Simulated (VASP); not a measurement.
# Li15CuO8 (a cell with a defect) in VASP: single point with PBE

Aim: the single point of Li15CuO8 (a cell with a defect) with PBE.

All numbers are computed with VASP 6.6.1; they aren't measurements. Logs are shortened: lines on timing, memory, paths and dates and some standing lists are left out, and cuts for length are marked.

## (1) The cell of the first run

The cell holds a defect, 24 atoms: a = 6.520 Å, b = 6.520 Å, c = 6.520 Å, α = 60.00°, β = 60.00°, γ = 60.00°.

## (2) Single point, PBE, collinear spin, ferromagnetic start

File INCAR:

```
PREC = Accurate
ENCUT = 520
EDIFF = 1E-6
ISMEAR = -1
SIGMA = 0.01
LREAL = Auto
LASPH = True
NELM = 150
ALGO = Normal
ISIF = 2
LWAVE = False
LCHARG = True
ISPIN = 2
MAGMOM = 1 0 0 0 0 0 0 0 0 0 0 0 0 0 0 0 0 0 0 0 0 0 0 0
LORBIT = 11
LMAXMIX = 4
GGA = PE
LELF = True
LVHAR = True
NBANDS = 74
NELECT = 103.0
```

File KPOINTS:

```
regular mesh
0
Gamma
  4 4 4
```

File POSCAR:

```
Li15CuO8
1.0
    0.0000000000      4.6100000000      4.6100000000
    4.6100000000      0.0000000000      4.6100000000
    4.6100000000      4.6100000000      0.0000000000
Cu Li O
1 15 8
Direct
    0.1255884013      0.1255884013      0.1244115987
    0.1306726669      0.1306726669      0.6193273331
    0.1305732715      0.6204335029      0.1295557536
    0.1305732715      0.6204335029      0.6194374719
    0.6204335029      0.1305732715      0.1295557536
    0.6204335029      0.1305732715      0.6194374719
    0.6205323798      0.6205323798      0.1294676202
    0.6255802153      0.6255802153      0.6244197847
    0.3756284409      0.3756284409      0.3743715591
    0.3849405051      0.3849405051      0.8650594949
    0.3848477540      0.8661349829      0.3838886955
    0.3848477540      0.8661349829      0.8651285676
    0.8661349829      0.3848477540      0.3838886955
    0.8661349829      0.3848477540      0.8651285676
    0.8662189568      0.8662189568      0.3837810432
    0.8755978879      0.8755978879      0.8744021121
   -0.0003838036     -0.0003838036     -0.0014513629
   -0.0003838036     -0.0003838036      0.5022189702
   -0.0004068765      0.5033430233     -0.0014680734
   -0.0004358570      0.5008502621      0.4997927975
    0.5033430233     -0.0004068765     -0.0014680734
    0.5008502621     -0.0004358570      0.4997927975
    0.5008468816      0.5008468816     -0.0014989719
    0.5008468816      0.5008468816      0.4998052087
```

Potentials or basis: VASP PAW PBE potentials, release 64 (Cu, Li_sv, O).

On the command line:

```bash
> cat potpaw_PBE.64/Cu/POTCAR potpaw_PBE.64/Li_sv/POTCAR potpaw_PBE.64/O/POTCAR > POTCAR
> mpirun -np 1 vasp_std > vasp.out
```

OUTCAR:

```text
PREC = Accurate
   ENCUT = 520
   EDIFF = 1E-6
   ISMEAR = -1
   LREAL = Auto
   LASPH = True
   NELM = 150
   ISIF = 2
   ISPIN = 2
   LORBIT = 11
   GGA = PE
   NELECT = 103.0

 ion  position               nearest neighbor table
   1  0.126  0.126  0.124-  19 2.01  21 2.01  17 2.01  18 2.01  10 2.39  11 2.39  12 2.39  13 2.39
                            14 2.39  15 2.39
   2  0.131  0.131  0.619-  20 1.97  22 1.97  18 2.02  17 2.02   9 2.26  11 2.31  12 2.31  13 2.31
                            14 2.31  16 2.35
   3  0.131  0.620  0.130-  20 1.97  23 1.97  19 2.02  17 2.02   9 2.26  12 2.31  10 2.31  15 2.31
                            13 2.31  16 2.35
   4  0.131  0.620  0.619-  20 1.97  24 1.97  19 2.02  18 2.02   9 2.26  11 2.31  10 2.31  15 2.31
                            14 2.31  16 2.35
   5  0.620  0.131  0.130-  22 1.97  23 1.97  21 2.02  17 2.02   9 2.26  14 2.31  10 2.31  15 2.31
                            11 2.31  16 2.35
   6  0.620  0.131  0.619-  22 1.97  24 1.97  21 2.02  18 2.02   9 2.26  13 2.31  10 2.31  15 2.31
                            12 2.31  16 2.35
   7  0.621  0.621  0.129-  23 1.97  24 1.97  19 2.02  21 2.02   9 2.26  11 2.31  12 2.31  13 2.31
                            14 2.31  16 2.35
   8  0.626  0.626  0.624-  20 1.99  22 1.99  24 1.99  23 1.99  11 2.22  12 2.22  13 2.22  14 2.22
                            15 2.22  10 2.22
   9  0.376  0.376  0.374-  23 2.00  24 2.00  20 2.00  22 2.00   7 2.26   6 2.26   4 2.26   3 2.26
[... 27 lines left out ...]
  23  0.501  0.501  0.999-  10 1.95  12 1.95  14 1.95   5 1.97   3 1.97   7 1.97   8 1.99   9 2.00

  24  0.501  0.501  0.500-  10 1.95  11 1.95  13 1.95   6 1.97   4 1.97   7 1.97   8 1.99   9 2.00

  LATTYP: Found a face centered cubic cell.
 ALAT       =     9.2200000000

  Lattice vectors:

 A1 = (   0.0000000000,   4.6100000000,   4.6100000000)
 A2 = (   4.6100000000,   0.0000000000,   4.6100000000)
 A3 = (   4.6100000000,   4.6100000000,   0.0000000000)

Analysis of symmetry for initial positions (statically):
=====================================================================
 Subroutine PRICEL returns:
 Original cell was already a primitive cell.

 Routine SETGRP: Setting up the symmetry group for a
 face centered cubic supercell.

 Subroutine GETGRP returns: Found  4 space group operations
 (whereof  2 operations were pure point group operations)
 out of a pool of 48 trial point group operations.

The static configuration has the point symmetry C_1h.
 The point group associated with its full space group is C_2v.

Analysis of symmetry for dynamics (positions and initial velocities):
=====================================================================
 Subroutine PRICEL returns:
 Original cell was already a primitive cell.

 Routine SETGRP: Setting up the symmetry group for a
 face centered cubic supercell.

 Subroutine GETGRP returns: Found  4 space group operations
 (whereof  2 operations were pure point group operations)
 out of a pool of 48 trial point group operations.

The dynamic configuration has the point symmetry C_1h.
 The point group associated with its full space group is C_2v.

Analysis of structural, dynamic, and magnetic symmetry:
=====================================================================
 Subroutine PRICEL returns:
 Original cell was already a primitive cell.

 Routine SETGRP: Setting up the symmetry group for a
 face centered cubic supercell.

 Subroutine GETGRP returns: Found  4 space group operations
 (whereof  2 operations were pure point group operations)
 out of a pool of 48 trial point group operations.

The overall configuration has the point symmetry C_1h.
 The point group associated with its full space group is C_2v.

 Subroutine INISYM returns: Found  4 space group operations
 (whereof  2 operations are pure point group operations),
 and found     1 'primitive' translations

----------------------------------------------------------------------------------------

                                     Primitive cell

  volume of cell :     195.9444

  direct lattice vectors                    reciprocal lattice vectors
     0.000000000  4.610000000  4.610000000    -0.108459870  0.108459870  0.108459870
     4.610000000  0.000000000  4.610000000     0.108459870 -0.108459870  0.108459870
     4.610000000  4.610000000  0.000000000     0.108459870  0.108459870 -0.108459870

  length of vectors
[... 108 lines left out ...]
   NGXF,Y,Z  is equivalent  to a cutoff of  24.48, 24.48, 24.48 a.u.
 SYSTEM =  unknown system
   PREC   = accura    normal or accurate (medium, high low for compatibility)
   ISTART =      0    job   : 0-new  1-cont  2-samecut
   ICHARG =      2    charge: 1-file 2-atom 10-const
   ISPIN  =      2    spin polarized calculation?
   LNONCOLLINEAR =      F non collinear calculations
   LSORBIT =      F    spin-orbit coupling
   LASPH  =      T    aspherical Exc in radial PAW
   ENCUT  =  520.0 eV  38.22 Ry    6.18 a.u.  12.12 12.12 12.12*2*pi/ulx,y,z
   NELM   =    150;   NELMIN=  2; NELMDL= -5     # of ELM steps
   EDIFF  = 0.1E-05   stopping-criterion for ELM
   LREAL  =      T    real-space projection
   EDIFFG = 0.1E-04   stopping-criterion for IOM
   NSW    =      0    number of steps for IOM
   IBRION =     -1    ionic relax: 0-MD 1-quasi-New 2-CG
   NFREE  =      0    steps in history (QN), initial steepest desc. (CG)
   ISIF   =      2    stress and relaxation
   ISYM   =      2    0-nonsym 1-usesym 2-fastsym
   POTIM  = 0.5000    time-step for ionic-motion
   TEBEG  =    0.0;   TEEND  =   0.0 temperature during run
   PSTRESS=    0.0 pullay stress
   NELECT =     103.0000    total number of electrons
   NUPDOWN=      -1.0000    fix difference up-down
   EMIN   =  10.00;   EMAX   =-10.00  energy-range for DOS
   EFERMI =   0.00;   METHOD = LEGACY
   ISMEAR =    -1;   SIGMA  =   0.01  broadening in eV -4-tet -1-fermi 0-gaus
   EFERMI_NEDOS =   21; number of points for ismear=-14 and -15
   IALGO  =     38    algorithm
   IMIX   =      4    mixing-type and parameters
     AMIX     =   0.40;   BMIX     =  1.00
     AMIX_MAG =   1.60;   BMIX_MAG =  1.00
  volume/ion in A,a.u.               =       8.16        55.10
  Fermi-wavevector in a.u.,A,eV,Ry     =   1.321224  2.496751 23.750762  1.745632
  Thomas-Fermi vector in A             =   2.450993
   LORBIT       =     11    0 simple, 1 ext, 2 COOP (PROOUT), +10 PAW based schemes
   GGA     = PE    functional components
   LHFCALC =     F    Hartree Fock is set to
   AEXX    =    0.0000 exact exchange contribution
   IVDW    =     0    specifies the selected vdW correction
   LEPSILON=     F    determine dielectric tensor
   LRPA    =     F    only Hartree local field effects (RPA)
 spin polarized calculation
  energy-cutoff  :      520.00
  volume of cell :      195.94
 maximum number of plane-waves:      5297
   NGX = 25   NGY = 25   NGZ = 25

 number of electron     102.9999936 magnetization       0.9998614

 Free energy of the ion-electron system (eV)
  ---------------------------------------------------
  ext. energy  EPLUGINS =         0.00000000
  ---------------------------------------------------
  free energy    TOTEN  =      -116.26368223 eV

  energy without entropy =     -116.26015911  energy(sigma->0) =     -116.26192067

 E-fermi :   2.4013     XC(G=0):  -9.9660

 val. band max:        2.3671458361   @ k =   0.2500   0.0000   0.5000
 cond. band min:       2.4017892263   @ k =   0.5000   0.2500   0.0000
 fundamental gap:      0.0346433902
 Fermi energy:         2.4012923417

 spin component 1

 k-point     1 :       0.0000    0.0000    0.0000
  band No.  band energies     occupation
      1     -41.2687      1.00000
      2     -41.0700      1.00000
      3     -40.9633      1.00000
      4     -40.9633      1.00000
      5     -40.9289      1.00000
      6     -40.9289      1.00000
[... 1177 lines left out ...]
     62      11.9058      0.00000
     63      11.9514      0.00000
 Fermi energy:         2.4012923417

 spin component 2

 k-point     1 :       0.0000    0.0000    0.0000
  band No.  band energies     occupation
      1     -41.2676      1.00000
      2     -41.0709      1.00000
      3     -40.9645      1.00000
      4     -40.9645      1.00000
      5     -40.9302      1.00000
      6     -40.9302      1.00000
[... 1177 lines left out ...]
     62      11.9278      0.00000
     63      11.9753      0.00000
 [bands above 63 left out]

------------------------ aborting loop because EDIFF is reached ----------------------------------------

  FORCE on cell =-STRESS in cart. coord.  units (eV):
  Direction    XX          YY          ZZ          XY          YZ          ZX
  --------------------------------------------------------------------------------------
  -------------------------------------------------------------------------------------
  Total       -2.3490798     -2.3490798     -2.3642094     -0.0010223      0.0000000      0.0000000
  in kB      -19.2077097    -19.2077097    -19.3314201     -0.0083592      0.0000000      0.0000000
  external PRESSURE =     -19.2489465 kB  Pullay stress =       0.0000000 kB

 VOLUME and BASIS-vectors are now :
 -----------------------------------------------------------------------------
  energy-cutoff  :      520.00
  volume of cell :      195.94
      direct lattice vectors                 reciprocal lattice vectors
     0.000000000  4.610000000  4.610000000    -0.108459870  0.108459870  0.108459870
     4.610000000  0.000000000  4.610000000     0.108459870 -0.108459870  0.108459870
     4.610000000  4.610000000  0.000000000     0.108459870  0.108459870 -0.108459870

 POSITION                                       TOTAL-FORCE (eV/Angst)
 -----------------------------------------------------------------------------------
      1.15250      1.15250      1.15793         0.000000      0.000000     -0.000395
      3.45750      3.45750      1.20480         0.000000      0.000000     -0.004656
      3.45745      1.19919      3.46214         0.000436     -0.002346      0.000881
      5.71581      3.45755      3.46214         0.002346     -0.000436      0.000881
      1.19919      3.45745      3.46214        -0.002346      0.000436      0.000881
      3.45755      5.71581      3.46214        -0.000436      0.002346      0.000881
[... 16 lines left out ...]
      6.91199      6.91199      4.61781         0.000803      0.000803      0.001141
      4.61301      4.61301      4.61781        -0.000803     -0.000803      0.001141
 -----------------------------------------------------------------------------------
    total drift:                               -0.000005     -0.000005      0.010693

  FREE ENERGIE OF THE ION-ELECTRON SYSTEM (eV)
  ---------------------------------------------------
  free  energy   TOTEN  =      -116.2636822261 eV

  energy  without entropy=     -116.2601591087  energy(sigma->0) =     -116.26192067

 total charge

# of ion       s       p       d       tot
------------------------------------------
    1        0.379   0.417   9.117   9.913
    2        2.034   0.079   0.000   2.113
    3        2.034   0.079   0.000   2.113
    4        2.034   0.079   0.000   2.113
    5        2.034   0.079   0.000   2.113
    6        2.034   0.079   0.000   2.113
[... 16 lines left out ...]
   23        1.534   3.505   0.000   5.039
   24        1.534   3.505   0.000   5.039
--------------------------------------------------
tot         43.194  29.454   9.117  81.765

 magnetization (x)

# of ion       s       p       d       tot
------------------------------------------
    1       -0.003   0.012   0.507   0.516
    2       -0.000  -0.000   0.000  -0.000
    3       -0.000  -0.000   0.000  -0.000
    4       -0.000  -0.000   0.000  -0.000
    5       -0.000  -0.000   0.000  -0.000
    6       -0.000  -0.000   0.000  -0.000
[... 16 lines left out ...]
   23        0.000   0.003   0.000   0.003
   24        0.000   0.003   0.000   0.003
--------------------------------------------------
tot          0.000   0.413   0.507   0.921
```

Wall time 16 min (1 thread of Intel Xeon Platinum 8488C (Sapphire Rapids), shared host); peak memory 0.6 GiB.

Results:

* Free energy: -116.2637 eV
* Largest force: 0.045 eV/Å
* Net moment: 1.00 μB per cell
* Site moments: Cu +0.52; Li -0.00, +0.00; O +0.10, +0.00 μB
* Valence electrons inside the program's atomic spheres: Cu 9.91; Li 2.11, 2.12, 2.10; O 4.99, 5.04

Forces on the atoms (eV/Å):
```
Cu   0.000  0.000  0.000
Li   0.000  0.000 -0.005
Li   0.000 -0.002  0.001
Li   0.002  0.000  0.001
Li  -0.002  0.000  0.001
Li   0.000  0.002  0.001
Li   0.000  0.000  0.005
Li   0.000  0.000  0.001
Li   0.000  0.000  0.000
Li   0.000  0.000 -0.019
Li   0.000 -0.017  0.001
Li   0.017  0.000  0.001
Li  -0.017  0.000  0.001
Li   0.000  0.017  0.001
Li   0.000  0.000  0.017
Li   0.000  0.000  0.002
O   -0.026 -0.026 -0.026
O    0.026  0.026 -0.026
O    0.024 -0.024  0.021
O    0.000  0.000  0.001
O   -0.024  0.024  0.021
O    0.000  0.000  0.001
O    0.001  0.001  0.001
O   -0.001 -0.001  0.001
```

Caveat: the cell carries a net charge on a neutralising background, which shifts energy and pressure; the cell is charged against a uniform background, so pressure and absolute levels hang on convention; the cutoff is under 1.25 times the usual one of these potentials, so pressure, stress and relaxed cells hold a basis-set (Pulay) error.
